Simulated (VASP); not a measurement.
Write the native input for VASP 6.6.1 that does the following.

```yaml
Task: relaxation of cell and atoms
Functional: PBE
Dispersion: D3(BJ)
Potentials_or_basis: VASP PAW PBE potentials, release 64 (C)
Cutoff: 600 eV
k_mesh: 21 × 21 × 6
Occupations: gaussian, width 0.1 eV
Spin: no spin polarisation
Dipole_correction: no
Further_INCAR_settings: ALGO = Normal; EDIFF = 1e-06; IBRION = 2; EDIFFG = -0.005; NSW = 100; ISIF = 3
```

The structure of C lies in POSCAR:

```
C
1.0
    2.4672912616      0.0000000000      0.0000000000
   -1.2336456308      2.1367369111      0.0000000000
    0.0000000000      0.0000000000      7.8030730000
C
4
Direct
    0.0000000000      0.0000000000      0.2500000000
    0.0000000000      0.0000000000      0.7500000000
    0.3333333300      0.6666666700      0.2500000000
    0.6666666700      0.3333333300      0.7500000000
```

These files were run (other wordings do the same):

INCAR

```
ALGO = Normal ; EDIFF = 1E-6
EDIFFG = -0.005 ; ENCUT = 600
GGA = PE ; IBRION = 2
ISIF = 3 ; ISMEAR = 0
IVDW = 12 ; LASPH = T
LCHARG = F ; LREAL = F
LWAVE = F ; NELM = 60
NSW = 100 ; PREC = Accurate
SIGMA = 0.1
```

KPOINTS

```
k-points
0
Gamma
  21 21 6
```

Potentials or basis: VASP PAW PBE potentials, release 64 (C).

Launch:

```console
$ cat potpaw_PBE.64/C/POTCAR > POTCAR
$ mpirun -np 1 vasp_std > vasp.out
```

It gave:

| Quantity | Value |
| --- | --- |
| Relaxed volume | 8.78 Å³/atom |
| Relaxed cell | a = 2.465 Å, b = 2.465 Å, c = 6.676 Å, α = 90.00°, β = 90.00°, γ = 120.00° |
| Space group after relaxing (to 0.05 Å) | P6_3/mmc (No. 194) |
| Energy gained by relaxing | 14.7 meV/atom |
| Ionic steps | 14 |
| Pressure after relaxing | 0.0 GPa |
| Band gap on the k mesh | zero (band 8 reaches 4.72 eV, above the bottom of band 9 at 4.70 eV) |
| Dispersion energy per atom | -0.157 eV |

It took 5.4 min on 1 thread of Intel(R) Xeon(R) 6975P-C (Granite Rapids), with other jobs on the host, peak memory 0.25 GiB.
